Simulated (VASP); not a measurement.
# Se (Im-3m) in VASP: further runs

Runs on Se. Level: PBEsol. Tasks: single point.

All numbers are computed with VASP 6.6.1; they aren't measurements. Logs are shortened: lines on timing, memory, paths and dates and some standing lists are left out, and cuts for length are marked.

## (1) The cell of the first run

The structure is cubic, space group Im-3m (No. 229). The conventional cell has a = 3.234 Å, b = 3.234 Å, c = 3.234 Å, α = 90.00°, β = 90.00°, γ = 90.00°. Within 3.7 Å of Se (site symmetry m-3m) lie 14 Se at 2.80 to 3.23 Å.

This isn't the form of Se at room conditions, which is trigonal, of chains.

## (2) Single point, PBEsol (16.91 Å³/atom)

INCAR reads:

```
  PREC = Accurate
  ENCUT = 520
  EDIFF = 1E-6
  ISMEAR = 0
  SIGMA = 0.05
  LREAL = False
  LASPH = True
  NELM = 100
  ALGO = Normal
  ISIF = 2
  LWAVE = False
  LCHARG = False
  GGA = PS
  NBANDS = 9
```

KPOINTS reads:

```
Automatic mesh
0
Gamma
  20 20 20
```

POSCAR reads:

```
Se
1.0
   -1.6168545351      1.6168545351      1.6168545351
    1.6168545351     -1.6168545351      1.6168545351
    1.6168545351      1.6168545351     -1.6168545351
Se
1
Direct
    0.0000000000      0.0000000000      0.0000000000
```

Potentials or basis: VASP PAW PBE potentials, release 64 (Se).

Launch:

```console
$ cat potpaw_PBE.64/Se/POTCAR > POTCAR
$ mpirun -np 1 vasp_std > vasp.out
```

OUTCAR:

```text
PREC = Accurate
   ENCUT = 520
   EDIFF = 1E-6
   ISMEAR = 0
   LREAL = False
   LASPH = True
   NELM = 100
   ISIF = 2
   GGA = PS

 ion  position               nearest neighbor table
   1  0.000  0.000  0.000-

  LATTYP: Found a body centered cubic cell.
 ALAT       =     3.2337090702

  Lattice vectors:

 A1 = (  -1.6168545351,   1.6168545351,   1.6168545351)
 A2 = (   1.6168545351,  -1.6168545351,   1.6168545351)
 A3 = (   1.6168545351,   1.6168545351,  -1.6168545351)

Analysis of symmetry for initial positions (statically):
=====================================================================
 Subroutine PRICEL returns:
 Original cell was already a primitive cell.

 Routine SETGRP: Setting up the symmetry group for a
 body centered cubic supercell.

 Subroutine GETGRP returns: Found 48 space group operations
 (whereof 48 operations were pure point group operations)
 out of a pool of 48 trial point group operations.

The static configuration has the point symmetry O_h .

Analysis of symmetry for dynamics (positions and initial velocities):
=====================================================================
 Subroutine PRICEL returns:
 Original cell was already a primitive cell.

 Routine SETGRP: Setting up the symmetry group for a
 body centered cubic supercell.

 Subroutine GETGRP returns: Found 48 space group operations
 (whereof 48 operations were pure point group operations)
 out of a pool of 48 trial point group operations.

The dynamic configuration has the point symmetry O_h .

 Subroutine INISYM returns: Found 48 space group operations
 (whereof 48 operations are pure point group operations),
 and found     1 'primitive' translations

----------------------------------------------------------------------------------------

                                     Primitive cell

  volume of cell :      16.9072

  direct lattice vectors                    reciprocal lattice vectors
    -1.616854535  1.616854535  1.616854535     0.000000000  0.309242414  0.309242414
     1.616854535 -1.616854535  1.616854535     0.309242414  0.000000000  0.309242414
     1.616854535  1.616854535 -1.616854535     0.309242414  0.309242414  0.000000000

  length of vectors
     2.800474203  2.800474203  2.800474203     0.437334816  0.437334816  0.437334816

  position of ions in fractional coordinates (direct lattice)
     0.000000000  0.000000000  0.000000000

  ion indices of the primitive-cell ions
   primitive index   ion index
                 1           1

----------------------------------------------------------------------------------------

 KPOINTS: Automatic mesh

Automatic generation of k-mesh.
 Grid dimensions read from file:
 generate k-points for:   20   20   20

 Generating k-lattice:

  Cartesian coordinates                     Fractional coordinates (reciprocal lattice)
     0.000000000  0.015462121  0.015462121     0.050000000  0.000000000  0.000000000
     0.015462121  0.000000000  0.015462121     0.000000000  0.050000000  0.000000000
     0.015462121  0.015462121  0.000000000     0.000000000  0.000000000  0.050000000

  Length of vectors
     0.021866741  0.021866741  0.021866741

  Shift w.r.t. Gamma in fractional coordinates (k-lattice)
     0.000000000  0.000000000  0.000000000

 Subroutine IBZKPT returns following result:
 ===========================================

 Found    256 irreducible k-points:

 Following reciprocal coordinates:
            Coordinates               Weight
  0.000000  0.000000  0.000000      1.000000
  0.050000  0.000000  0.000000     12.000000
  0.100000  0.000000  0.000000     12.000000
  0.150000  0.000000  0.000000     12.000000
  0.200000  0.000000  0.000000     12.000000
  0.250000  0.000000  0.000000     12.000000
[... 16 lines left out ...]
  0.200000  0.100000  0.000000     48.000000
  0.250000  0.100000  0.000000     48.000000
 [... further k-points ...]
   k-points           NKPTS =    256   k-points in BZ     NKDIM =    256   number of bands    NBANDS=      9
   number of dos      NEDOS =    301   number of ions     NIONS =      1
   total plane-waves  NPLWV =  13824
   dimension x,y,z NGX =    24 NGY =   24 NGZ =   24
   dimension x,y,z NGXF=    48 NGYF=   48 NGZF=   48
   ions per type =               1
   NGX,Y,Z   is equivalent  to a cutoff of  14.25, 14.25, 14.25 a.u.
   NGXF,Y,Z  is equivalent  to a cutoff of  28.49, 28.49, 28.49 a.u.
 SYSTEM =  unknown system
   PREC   = accura    normal or accurate (medium, high low for compatibility)
   ISTART =      0    job   : 0-new  1-cont  2-samecut
   ICHARG =      2    charge: 1-file 2-atom 10-const
   ISPIN  =      1    spin polarized calculation?
   LNONCOLLINEAR =      F non collinear calculations
   LSORBIT =      F    spin-orbit coupling
   LASPH  =      T    aspherical Exc in radial PAW
   ENCUT  =  520.0 eV  38.22 Ry    6.18 a.u.   5.21  5.21  5.21*2*pi/ulx,y,z
   NELM   =    100;   NELMIN=  2; NELMDL= -5     # of ELM steps
   EDIFF  = 0.1E-05   stopping-criterion for ELM
   LREAL  =      F    real-space projection
   EDIFFG = 0.1E-04   stopping-criterion for IOM
   NSW    =      0    number of steps for IOM
   IBRION =     -1    ionic relax: 0-MD 1-quasi-New 2-CG
   NFREE  =      0    steps in history (QN), initial steepest desc. (CG)
   ISIF   =      2    stress and relaxation
   ISYM   =      2    0-nonsym 1-usesym 2-fastsym
   POTIM  = 0.5000    time-step for ionic-motion
   TEBEG  =    0.0;   TEEND  =   0.0 temperature during run
   PSTRESS=    0.0 pullay stress
   NELECT =       6.0000    total number of electrons
   NUPDOWN=      -1.0000    fix difference up-down
   EMIN   =  10.00;   EMAX   =-10.00  energy-range for DOS
   EFERMI =   0.00;   METHOD = LEGACY
   ISMEAR =     0;   SIGMA  =   0.05  broadening in eV -4-tet -1-fermi 0-gaus
   EFERMI_NEDOS =   21; number of points for ismear=-14 and -15
   IALGO  =     38    algorithm
   IMIX   =      4    mixing-type and parameters
     AMIX     =   0.40;   BMIX     =  1.00
     AMIX_MAG =   1.60;   BMIX_MAG =  1.00
  volume/ion in A,a.u.               =      16.91       114.10
  Fermi-wavevector in a.u.,A,eV,Ry     =   1.159047  2.190281 18.277923  1.343389
  Thomas-Fermi vector in A             =   2.295643
   LORBIT       =      0    0 simple, 1 ext, 2 COOP (PROOUT), +10 PAW based schemes
   GGA     = PS    functional components
   LHFCALC =     F    Hartree Fock is set to
   AEXX    =    0.0000 exact exchange contribution
   IVDW    =     0    specifies the selected vdW correction
   LEPSILON=     F    determine dielectric tensor
   LRPA    =     F    only Hartree local field effects (RPA)
 non-spin polarized calculation
 Gauss-broadening in eV      SIGMA  =   0.05
  energy-cutoff  :      520.00
  volume of cell :       16.91
 maximum number of plane-waves:       470
 NGX is ok and might be reduce to    24
   NGX = 11   NGY = 11   NGZ = 11

 number of electron       6.0000001 magnetization

 Free energy of the ion-electron system (eV)
  ---------------------------------------------------
  ext. energy  EPLUGINS =         0.00000000
  ---------------------------------------------------
  free energy    TOTEN  =        -3.29208967 eV

  energy without entropy =       -3.29085326  energy(sigma->0) =       -3.29147147

 E-fermi :   7.8869     XC(G=0): -11.5705

 val. band max:        7.8800129458   @ k =  -0.3500   0.3500   0.1000
 cond. band min:       7.8960808269   @ k =  -0.3500   0.4500   0.2000
 fundamental gap:      0.0160678811
 Fermi energy:         7.8869310097

 k-point     1 :       0.0000    0.0000    0.0000
  band No.  band energies     occupation
      1     -10.1405      2.00000
      2      11.8818      0.00000
      3      11.8818      0.00000
      4      11.8818      0.00000
      5      20.6875      0.00000
      6      20.6875      0.00000
      7      20.6875      0.00000
      8      21.6594      0.00000
      9      23.9191      0.00000

 k-point     2 :       0.0500    0.0000    0.0000
  band No.  band energies     occupation
      1     -10.0756      2.00000
      2      11.4512      0.00000
      3      11.7164      0.00000
      4      11.8499      0.00000
      5      20.3850      0.00000
      6      20.5219      0.00000
      7      20.9811      0.00000
      8      21.9844      0.00000
      9      23.1077      0.00000

 k-point     3 :       0.1000    0.0000    0.0000
  band No.  band energies     occupation
      1      -9.8815      2.00000
      2      10.3354      0.00000
      3      11.2813      0.00000
      4      11.7566      0.00000
      5      19.6988      0.00000
      6      19.7738      0.00000
      7      21.8000      0.00000
      8      22.5949      0.00000
      9      23.0257      0.00000

 k-point     4 :       0.1500    0.0000    0.0000
  band No.  band energies     occupation
      1      -9.5601      2.00000
      2       8.8388      0.00000
      3      10.7008      0.00000
      4      11.6093      0.00000
      5      18.7181      0.00000
      6      18.9133      0.00000
      7      22.7009      0.00000
      8      22.8730      0.00000
      9      23.0194      0.00000

 k-point     5 :       0.2000    0.0000    0.0000
  band No.  band energies     occupation
      1      -9.1153      2.00000
      2       7.1780      2.00000
      3      10.0818      0.00000
      4      11.4218      0.00000
      5      17.7062      0.00000
      6      18.1606      0.00000
      7      22.8356      0.00000
      8      23.0574      0.00000
      9      24.5318      0.00000

 k-point     6 :       0.2500    0.0000    0.0000
  band No.  band energies     occupation
      1      -8.5540      2.00000
      2       5.4808      2.00000
      3       9.4934      0.00000
      4      11.2131      0.00000
      5      16.8372      0.00000
      6      17.4927      0.00000
      7      23.0316      0.00000
      8      23.5817      0.00000
      9      26.2653      0.00000
[... 169 lines left out ...]
 k-point    21 :       0.1000    0.1000    0.0000
  band No.  band energies     occupation
      1      -9.3686      2.00000
      2       8.2820      0.00000
      3      10.3035      0.00000
      4      11.1813      0.00000
      5      18.6455      0.00000
      6      19.1235      0.00000
      7      21.9678      0.00000
      8      22.1255      0.00000
      9      24.4558      0.00000

 k-point    22 :       0.1500    0.1000    0.0000
  band No.  band energies     occupation
      1      -8.9264      2.00000
      2       6.9044      2.00000
      3       9.4796      0.00000
      4      10.8906      0.00000
      5      18.0068      0.00000
      6      18.7119      0.00000
      7      21.8876      0.00000
      8      23.0829      0.00000
      9      25.0639      0.00000

 k-point    23 :       0.2000    0.1000    0.0000
  band No.  band energies     occupation
      1      -8.3689      2.00000
      2       5.3985      2.00000
      3       8.7095      0.00000
      4      10.6100      0.00000
      5      17.3488      0.00000
      6      18.3615      0.00000
      7      21.9252      0.00000
      8      24.5291      0.00000
      9      25.6756      0.00000

 k-point    24 :       0.2500    0.1000    0.0000
  band No.  band energies     occupation
      1      -7.7098      2.00000
      2       3.8647      2.00000
      3       8.0675      0.00000
      4      10.3440      0.00000
      5      16.7618      0.00000
      6      18.0712      0.00000
      7      22.1765      0.00000
      8      26.1187      0.00000
      9      26.4365      0.00000

 [... further k-points ...]
[... 5 lines left out ...]
  --------------------------------------------------------------------------------------
  -------------------------------------------------------------------------------------
  Total        1.6238909      1.6238909      1.6238909      0.0000000     -0.0000000     -0.0000000
  in kB      153.8843958    153.8843958    153.8843958      0.0000000     -0.0000000     -0.0000000
  external PRESSURE =     153.8843958 kB  Pullay stress =       0.0000000 kB

 VOLUME and BASIS-vectors are now :
 -----------------------------------------------------------------------------
  energy-cutoff  :      520.00
  volume of cell :       16.91
      direct lattice vectors                 reciprocal lattice vectors
    -1.616854535  1.616854535  1.616854535     0.000000000  0.309242414  0.309242414
     1.616854535 -1.616854535  1.616854535     0.309242414  0.000000000  0.309242414
     1.616854535  1.616854535 -1.616854535     0.309242414  0.309242414  0.000000000

 POSITION                                       TOTAL-FORCE (eV/Angst)
 -----------------------------------------------------------------------------------
      0.00000      0.00000      0.00000         0.000000      0.000000      0.000000
 -----------------------------------------------------------------------------------
    total drift:                                0.000000     -0.000000     -0.000000

  FREE ENERGIE OF THE ION-ELECTRON SYSTEM (eV)
  ---------------------------------------------------
  free  energy   TOTEN  =        -3.2920896738 eV

  energy  without entropy=       -3.2908532588  energy(sigma->0) =       -3.29147147
```

Wall time 8.5 s (1 thread of Intel Xeon 6975P-C (Granite Rapids), shared host); peak memory 0.16 GiB.

What came out:

| Property | Result |
| --- | --- |
| Free energy | -3.2921 eV |
| Pressure | 15.4 GPa |
| Band gap on the k mesh | zero (bands 3 and 4 overlap by 8.91 eV) |

Caveat: the cell stands under pressure; the PAW data sets were made with another functional, which shifts forces and pressure a little.

[end of part 1 of 2]
